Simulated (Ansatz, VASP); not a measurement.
## CsO in VASP and in Ansatz

INCAR

```
PREC = Accurate
ENCUT = 520
EDIFF = 1E-7
ISMEAR = 0
SIGMA = 0.05
LREAL = False
LASPH = True
NELM = 100
ALGO = Normal
ISIF = 2
LWAVE = False
LCHARG = False
NBANDS = 23
```

The input KPOINTS:

```
Automatic mesh
0
Gamma
  8 8 8
```

Contents of POSCAR:

```
CsO
1.0
   -2.1610000000      3.2632250000      3.7585000000
    2.1610000000     -3.2632250000      3.7585000000
    2.1610000000      3.2632250000     -3.7585000000
Cs O
2 2
Direct
    0.2500000000      0.2500000000      0.0000000000
    0.7500000000      0.7500000000      0.0000000000
    0.6200000000      0.0000000000      0.6200000000
    0.3800000000      0.0000000000      0.3800000000
```

Input for Ansatz:

```yaml
crystal:
  lattice:
    - [-2.161, 3.263225, 3.7585]
    - [2.161, -3.263225, 3.7585]
    - [2.161, 3.263225, -3.7585]
  atoms:
    - { symbol: Cs, position: [0.25, 0.25, 0.0] }
    - { symbol: Cs, position: [0.75, 0.75, 0.0] }
    - { symbol: O, position: [0.62, 0.0, 0.62] }
    - { symbol: O, position: [0.38, 0.0, 0.38] }
basis:
  ecutwfc: 420
kpoints:
  mp_grid: { grid: [8, 8, 8] }
hamiltonian:
  xc: lda
scf:
  occupations: { method: gaussian, width: 0.05 }
output:
  forces: true
  stress: true
  eigenvalues: true
```

Change from the starting cell: strain +0.0150 x Voigt [0, 1, 0, 0, 0, 0], atoms carried along.

Alike in both runs: task single point; functional LDA; k mesh 8 × 8 × 8; occupations gaussian, width 0.05 eV; no spin polarisation.

|  | VASP | Ansatz |
| --- | --- | --- |
| version | VASP 6.6.1 | Ansatz 0.2.0 |
| potentials or method | VASP PAW LDA potentials, release 64 (Cs_sv, O), cutoff 520 eV | scalar-relativistic, plane waves, PAW |
| valence electrons in the cell | 30 | 30 |

```csv
,VASP,Ansatz,Ansatz less VASP
gap on the k mesh at the Fermi level (eV),1.58,1.58,+0.009
least direct gap on the mesh (eV),1.71,1.72,+0.012
pressure (GPa),-3.9,-4.2,-0.29
"traceless stress, the component that is largest in VASP (GPa)",-2.05,-2.22,-0.171
rms of the force components (eV/Å),0.587,0.659,+0.0716
```

LDA's correlation is that of Perdew and Zunger in VASP and of Perdew and Wang (1992) in Ansatz. Atom by atom the forces differ by 0.072 eV/Å (rms over components).

Neither program's run includes spin-orbit coupling.
